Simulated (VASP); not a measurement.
# Ba16O (a cell with a defect) in VASP: a series of runs, part 3 of 3

VASP 6.6.1. The steps go on from the part before.

## (4) Single point, PBEsol

The input, INCAR:

```
SYSTEM = Ba16O
PREC = Accurate ; ENCUT = 520
EDIFF = 1E-7 ; ISMEAR = -1
SIGMA = 0.1 ; LREAL = Auto
LASPH = .True. ; NELM = 80
ALGO = Normal ; ISIF = 2
LWAVE = .False. ; LCHARG = .False.
GGA = PS ; NBANDS = 97
```

The input, KPOINTS:

```
regular mesh
0
Gamma
  1 1 1
  0 0 0
```

The input, POSCAR:

```
Ba16O
1.0
   10.0400000000      0.0000000000      0.0000000000
    0.0000000000     10.0400000000      0.0000000000
    0.0000000000      0.0000000000     10.0400000000
Ba O
16 1
Direct
    0.0518027888     -0.0010059761      0.0221414343
    0.4652589641      0.0260557769     -0.0210059761
    0.0019322709      0.5060856574     -0.0077589641
   -0.0368127490      0.0323804781      0.5077290837
    0.2624800797      0.2786454183      0.2531872510
    0.5328486056      0.5124302789     -0.0032071713
    0.5174003984      0.0020318725      0.5139043825
    0.7364541833      0.2579282869      0.2467330677
   -0.0214840637      0.4625597610      0.4760159363
    0.2919820717      0.7133665339      0.2820617530
    0.2275697211      0.2516135458      0.7344223108
    0.5067430279      0.4770816733      0.5066832669
    0.7613645418      0.7455278884      0.2849103586
    0.7286055777      0.2545019920      0.7497709163
    0.2356075697      0.7845019920      0.7387549801
    0.7373207171      0.7002390438      0.7167529880
    0.2461254980     -0.0329780876      0.9025199203
```

Potentials or basis: VASP PAW PBE potentials, release 64 (Ba_sv, O).

The run is started by

```
$ cat potpaw_PBE.64/Ba_sv/POTCAR potpaw_PBE.64/O/POTCAR > POTCAR
$ mpirun -np 1 vasp_gam > vasp.out
```

OUTCAR:

```text
SYSTEM = Ba16O
   PREC = Accurate
   ENCUT = 520
   EDIFF = 1E-7
   ISMEAR = -1
   LREAL = Auto
   LASPH = .True.
   NELM = 80
   ISIF = 2
   GGA = PS

 ion  position               nearest neighbor table
   1  0.052  0.999  0.022-  17 2.31  15 4.02   2 4.18   5 4.21  11 4.23  10 4.57   8 4.68  13 4.68

   2  0.465  0.026  0.979-  17 2.40  11 4.11  15 4.12   1 4.18  14 4.19   5 4.26   8 4.48   7 4.70
                            10 4.71
   3  0.002  0.506  0.992-  11 4.28  16 4.30   5 4.35  15 4.45  14 4.45   8 4.45  13 4.50  10 4.61
                             6 4.71
   4  0.963  0.032  0.508-  14 4.05  11 4.13   8 4.14  13 4.17   9 4.33  15 4.37   7 4.49  16 4.55
                             5 4.66
   5  0.262  0.279  0.253-  12 4.06   9 4.07   1 4.21   2 4.26   3 4.35  10 4.38   6 4.42   7 4.60
                             4 4.66
   6  0.533  0.512  0.997-  16 3.96  14 4.09   8 4.12  10 4.26  13 4.37   5 4.42   3 4.71
   7  0.517  0.002  0.514-  14 4.07  15 4.23  13 4.23  16 4.27   8 4.32  10 4.35  11 4.43   4 4.49
                             5 4.60   2 4.70
   8  0.736  0.258  0.247-   9 3.93  12 4.12   6 4.12   4 4.14   7 4.32   3 4.45   2 4.48   1 4.68

   9  0.979  0.463  0.476-   8 3.93  13 4.06   5 4.07  16 4.17  11 4.18  14 4.27   4 4.33  10 4.48
                            12 4.75
  10  0.292  0.713  0.282-  12 3.92   6 4.26   7 4.35   5 4.38   9 4.48   1 4.57   3 4.61  15 4.67
                             2 4.71  13 4.72
  11  0.228  0.252  0.734-  17 3.32   2 4.11   4 4.13   9 4.18   1 4.23  12 4.27   3 4.28   7 4.43
                            15 4.69
  12  0.507  0.477  0.507-  16 3.85  10 3.92  14 3.99   5 4.06   8 4.12  11 4.27  13 4.33  15 4.73
                             9 4.75
  13  0.761  0.746  0.285-   9 4.06   4 4.17   7 4.23  12 4.33  16 4.37   6 4.37   3 4.50   1 4.68
                            10 4.72
  14  0.729  0.255  0.750-  12 3.99   4 4.05   7 4.07   6 4.09   2 4.19   9 4.27   3 4.45  16 4.49

  15  0.236  0.785  0.739-  17 2.46   1 4.02   2 4.12   7 4.23   4 4.37   3 4.45  10 4.67  11 4.69
                            12 4.73
  16  0.737  0.700  0.717-  12 3.85   6 3.96   9 4.17   7 4.27   3 4.30  13 4.37  14 4.49   4 4.55

  17  0.246  0.967  0.903-   1 2.31   2 2.40  15 2.46  11 3.32

  LATTYP: Found a simple cubic cell.
 ALAT       =    10.0400000000

  Lattice vectors:

 A1 = (  10.0400000000,   0.0000000000,   0.0000000000)
 A2 = (   0.0000000000,  10.0400000000,   0.0000000000)
 A3 = (   0.0000000000,   0.0000000000,  10.0400000000)

Analysis of symmetry for initial positions (statically):
=====================================================================
 Subroutine PRICEL returns:
 Original cell was already a primitive cell.

 Routine SETGRP: Setting up the symmetry group for a
 simple cubic supercell.

 Subroutine GETGRP returns: Found  1 space group operations
 (whereof  1 operations were pure point group operations)
 out of a pool of 48 trial point group operations.

The static configuration has the point symmetry C_1 .

Analysis of symmetry for dynamics (positions and initial velocities):
=====================================================================
 Subroutine PRICEL returns:
 Original cell was already a primitive cell.

 Routine SETGRP: Setting up the symmetry group for a
 simple cubic supercell.

 Subroutine GETGRP returns: Found  1 space group operations
 (whereof  1 operations were pure point group operations)
 out of a pool of 48 trial point group operations.

The dynamic configuration has the point symmetry C_1 .

[... 87 lines left out ...]
   number of dos      NEDOS =    301   number of ions     NIONS =     17
   total plane-waves  NPLWV = 512000
   dimension x,y,z NGX =    80 NGY =   80 NGZ =   80
   dimension x,y,z NGXF=   160 NGYF=  160 NGZF=  160
   ions per type =              16   1
   NGX,Y,Z   is equivalent  to a cutoff of  13.25, 13.25, 13.25 a.u.
   NGXF,Y,Z  is equivalent  to a cutoff of  26.49, 26.49, 26.49 a.u.
 SYSTEM =  Ba16O
   PREC   = accura    normal or accurate (medium, high low for compatibility)
   ISTART =      0    job   : 0-new  1-cont  2-samecut
   ICHARG =      2    charge: 1-file 2-atom 10-const
   ISPIN  =      1    spin polarized calculation?
   LNONCOLLINEAR =      F non collinear calculations
   LSORBIT =      F    spin-orbit coupling
   LASPH  =      T    aspherical Exc in radial PAW
   ENCUT  =  520.0 eV  38.22 Ry    6.18 a.u.  18.67 18.67 18.67*2*pi/ulx,y,z
   NELM   =     80;   NELMIN=  2; NELMDL= -5     # of ELM steps
   EDIFF  = 0.1E-06   stopping-criterion for ELM
   LREAL  =      T    real-space projection
   EDIFFG = 0.1E-05   stopping-criterion for IOM
   NSW    =      0    number of steps for IOM
   IBRION =     -1    ionic relax: 0-MD 1-quasi-New 2-CG
   NFREE  =      0    steps in history (QN), initial steepest desc. (CG)
   ISIF   =      2    stress and relaxation
   ISYM   =      2    0-nonsym 1-usesym 2-fastsym
   POTIM  = 0.5000    time-step for ionic-motion
   TEBEG  =    0.0;   TEEND  =   0.0 temperature during run
   PSTRESS=    0.0 pullay stress
   NELECT =     166.0000    total number of electrons
   NUPDOWN=      -1.0000    fix difference up-down
   EMIN   =  10.00;   EMAX   =-10.00  energy-range for DOS
   EFERMI =   0.00;   METHOD = LEGACY
   ISMEAR =    -1;   SIGMA  =   0.10  broadening in eV -4-tet -1-fermi 0-gaus
   EFERMI_NEDOS =   21; number of points for ismear=-14 and -15
   IALGO  =     38    algorithm
   IMIX   =      4    mixing-type and parameters
     AMIX     =   0.40;   BMIX     =  1.00
     AMIX_MAG =   1.60;   BMIX_MAG =  1.00
  volume/ion in A,a.u.               =      59.53       401.74
  Fermi-wavevector in a.u.,A,eV,Ry     =   0.896143  1.693464 10.926453  0.803072
  Thomas-Fermi vector in A             =   2.018564
   LORBIT       =      0    0 simple, 1 ext, 2 COOP (PROOUT), +10 PAW based schemes
   GGA     = PS    functional components
   LHFCALC =     F    Hartree Fock is set to
   AEXX    =    0.0000 exact exchange contribution
   IVDW    =     0    specifies the selected vdW correction
   LEPSILON=     F    determine dielectric tensor
   LRPA    =     F    only Hartree local field effects (RPA)
 non-spin polarized calculation
  energy-cutoff  :      520.00
  volume of cell :     1012.05
 maximum number of plane-waves:     13601
 NGX is ok and might be reduce to    80
   NGX = 37   NGY = 37   NGZ = 37

 number of electron     165.9999999 magnetization

 Free energy of the ion-electron system (eV)
  ---------------------------------------------------
  ext. energy  EPLUGINS =         0.00000000
  ---------------------------------------------------
  free energy    TOTEN  =       -46.88848254 eV

  energy without entropy =      -46.77283469  energy(sigma->0) =      -46.83065861

 E-fermi :   1.5174     XC(G=0):  -7.4949

 val. band max:        1.1506361412   @ k =   0.0000   0.0000   0.0000
 cond. band min:       1.9405059584   @ k =   0.0000   0.0000   0.0000
 fundamental gap:      0.7898698172
 Fermi energy:         1.5173650228

 k-point     1 :       0.0000    0.0000    0.0000
  band No.  band energies     occupation
      1     -27.5409      2.00000
      2     -27.4045      2.00000
      3     -27.3920      2.00000
      4     -27.3737      2.00000
      5     -27.3458      2.00000
      6     -27.3160      2.00000
[... 87 lines left out ...]
     94       2.2810      0.00097
     95       2.3126      0.00070
 [bands above 95 left out]

------------------------ aborting loop because EDIFF is reached ----------------------------------------

  FORCE on cell =-STRESS in cart. coord.  units (eV):
  Direction    XX          YY          ZZ          XY          YZ          ZX
  --------------------------------------------------------------------------------------
  -------------------------------------------------------------------------------------
  Total       -6.8889661     -7.4991087     -5.6649930     -0.3648532      0.5737000     -0.1813598
  in kB      -10.9059497    -11.8718689     -8.9682730     -0.5776005      0.9082267     -0.2871115
  external PRESSURE =     -10.5820305 kB  Pullay stress =       0.0000000 kB

 VOLUME and BASIS-vectors are now :
 -----------------------------------------------------------------------------
  energy-cutoff  :      520.00
  volume of cell :     1012.05
      direct lattice vectors                 reciprocal lattice vectors
    10.040000000  0.000000000  0.000000000     0.099601594  0.000000000  0.000000000
     0.000000000 10.040000000  0.000000000     0.000000000  0.099601594  0.000000000
     0.000000000  0.000000000 10.040000000     0.000000000  0.000000000  0.099601594

 POSITION                                       TOTAL-FORCE (eV/Angst)
 -----------------------------------------------------------------------------------
      0.52010     10.02990      0.22230        -0.959015      0.042329      0.137553
      4.67120      0.26160      9.82910         0.387504     -0.457685      0.216259
      0.01940      5.08110      9.96210        -0.111448     -0.171648      0.178963
      9.67040      0.32510      5.09760         0.352935     -0.479473     -0.252006
      2.63530      2.79760      2.54200         0.002114     -0.256477      0.171308
      5.34980      5.14480     10.00780        -0.530041     -0.245616      0.049515
[... 9 lines left out ...]
      7.40270      7.03040      7.19620         0.348424      0.789755      0.381688
      2.47110      9.70890      9.06130         0.363731      0.167579     -0.436212
 -----------------------------------------------------------------------------------
    total drift:                               -0.001122      0.002507      0.003348

  FREE ENERGIE OF THE ION-ELECTRON SYSTEM (eV)
  ---------------------------------------------------
  free  energy   TOTEN  =       -46.8884825409 eV

  energy  without entropy=      -46.7728346869  energy(sigma->0) =      -46.83065861
```

Wall time 5.6 min (1 thread of Intel Xeon 8259CL, shared host); peak memory 0.92 GiB.

Results:

```yaml
Free_energy: -46.8885 eV
Pressure: -1.1 GPa
Largest_force: 0.970 eV/Å
```

Forces on the atoms (eV/Å):
```
Ba  -0.959  0.042  0.138
Ba   0.388 -0.458  0.216
Ba  -0.111 -0.172  0.179
Ba   0.353 -0.479 -0.252
Ba   0.002 -0.256  0.171
Ba  -0.530 -0.246  0.050
Ba  -0.245  0.173 -0.373
Ba   0.043 -0.089 -0.044
Ba   0.248  0.471  0.378
Ba  -0.477  0.504 -0.188
Ba   0.311 -0.080  0.249
Ba  -0.018  0.001 -0.090
Ba  -0.195 -0.072 -0.470
Ba   0.369  0.061  0.043
Ba   0.110 -0.358  0.049
Ba   0.348  0.790  0.382
O    0.364  0.168 -0.436
```

Levels at points of the mesh, in eV from the Fermi level:
```tsv
k point	band 81	band 82	band 83	band 84	band 85	band 86
(0.00, 0.00, 0.00)	-0.53	-0.41	-0.37	0.42	0.43	0.52
```

Caveat: the k points lie up to 0.63 Å⁻¹ apart; the PAW data sets were made with another functional, which shifts forces and pressure a little; spin-orbit coupling is left out, which moves the levels of the heavy elements.

## (5) The runs side by side

```tsv
cell	pressure (GPa)	largest force (eV/Å)
as given, atomic positions A	-1.2	1.37
as given, atomic positions B	-0.7	1.53
as given, atomic positions C	-1.1	0.97
```

Alike in all rows: task single point; level PBEsol; potentials or basis VASP PAW PBE potentials, release 64 (Ba_sv, O); no spin polarisation; k mesh 1 × 1 × 1; cutoff (eV) 520; smearing fermi-dirac 0.1 eV.

Caveats: all runs use coarse meshes; the PAW data sets were made with another functional, which shifts forces and pressure a little; spin-orbit coupling is left out, which moves the levels of the heavy elements.

Total energies depend on the potentials used, so only differences within one code and one set of settings carry meaning.
